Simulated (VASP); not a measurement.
Input of a VASP 6.6.1 run:

INCAR

```
PREC = Accurate
ENCUT = 600
EDIFF = 1E-6
ISMEAR = -1
SIGMA = 0.05
LREAL = F
LASPH = T
NELM = 60
ALGO = Normal
ISIF = 3
LWAVE = F
LCHARG = F
IBRION = 2
NSW = 60
EDIFFG = -0.01
```

File KPOINTS:

```
Automatic mesh
0
Gamma
  10 10 2
```

File POSCAR:

```
WS2
1.0
    3.1835163552      0.0000000000      0.0000000000
   -1.5917581776      2.7570060369      0.0000000000
    0.0000000000      0.0000000000     16.9505778900
W S
1 2
Direct
    0.0000000000      0.0000000000      0.0000000000
    0.3333333333      0.6666666667      0.0920005100
    0.3333333333      0.6666666667      0.9079994900
```

Potentials or basis: VASP PAW LDA potentials, release 64 (W_sv, S).

Launch:

```sh
$ cat potpaw_LDA.64/W_sv/POTCAR potpaw_LDA.64/S/POTCAR > POTCAR
$ mpirun -np 1 vasp_std > vasp.out
```

(1) Estimate the band gap on the k mesh.

(2) Estimate the space group after relaxing (to 0.1 Å).

Answers

(1) 2.28 eV (least direct gap 2.35 eV).

(2) P-6m2 (No. 187).

Caveat: spin-orbit coupling is left out, which moves the levels of the heavy elements.
